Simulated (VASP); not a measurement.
The system is CS2.

```
CELL_PARAMETERS angstrom
3.64579 -2.99431 0.00000
3.64579 2.99431 0.00000
0.00000 0.00000 9.85126
ATOMIC_POSITIONS crystal
S 0.18152 0.81848 0.88687
S 0.31848 0.68152 0.38687
S 0.68152 0.31848 0.61313
S 0.81848 0.18152 0.11313
C 0.50000 0.50000 0.50000
C 0.00000 0.00000 0.00000
```

Base run:

```yaml
Program: VASP 6.6.1
Functional: PBE
Potentials_or_basis: VASP PAW PBE potentials, release 64 (S, C)
Cutoff: 520 eV
k_mesh: 4 × 4 × 2
Occupations: gaussian, width 0.01 eV
Spin: no spin polarisation
```

Its results: band gap on the k mesh 3.43 eV; pressure 0.0 GPa; largest force 0.003 eV/Å.

**Question.** The run is repeated on the same cell with these changes: functional from PBE to HSE06. What comes out?

**Answer.** Band gap on the k mesh 4.44 eV; pressure -1.2 GPa; largest force 0.753 eV/Å.

Caveats: this functional lacks dispersion, which holds the molecules together, so the pressure and a relaxed volume are unreliable; the PAW data sets were made with another functional, which shifts forces and pressure a little (at least some runs).

A k mesh can miss the band edges.
